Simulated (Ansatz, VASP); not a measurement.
# One calculation of C, two programs

```xyz
8
Lattice="-3.1603 3.1603 1.6662 3.1603 -3.1603 1.6662 3.1603 3.1603 -1.6662" Properties=species:S:1:pos:R:3 pbc="T T T"
C     0.0000    0.0000    2.6582
C     0.0000    3.1603    0.1589
C     0.7778    0.7778    1.6662
C     2.3825    2.3825    0.0000
C     2.3825    0.7778    0.8331
C     3.9381   -0.7778    0.8331
C     0.0000    0.0000    0.6743
C     0.0000    3.1603    1.5074
```

Alike in both runs: functional PBE; k mesh 6 × 6 × 6; occupations gaussian, width 0.1 eV; no spin polarisation.

Ansatz relaxed the structure, and its values are those at the end. VASP's run is a single point on that final structure, the one shown.

|  | VASP | Ansatz |
| --- | --- | --- |
| version | VASP 6.6.1 | Ansatz 0.2.0 |
| potentials or method | VASP PAW PBE potentials, release 64 (C), cutoff 520 eV | scalar-relativistic, plane waves, PAW |
| valence electrons in the cell | 32 | 32 |

VASP gave:

| Property | Result |
| --- | --- |
| gap on the k mesh at the Fermi level (eV) | none |
| pressure (GPa) | 0.5 |
| rms of the force components (eV/Å) | 0.030 |

Task: What did Ansatz give for the same quantities?

Result: gap on the k mesh at the Fermi level (eV): none; pressure (GPa): 0.1; rms of the force components (eV/Å): 0.009.

A gap of «none» marks a metal or a gap that the smearing closes.
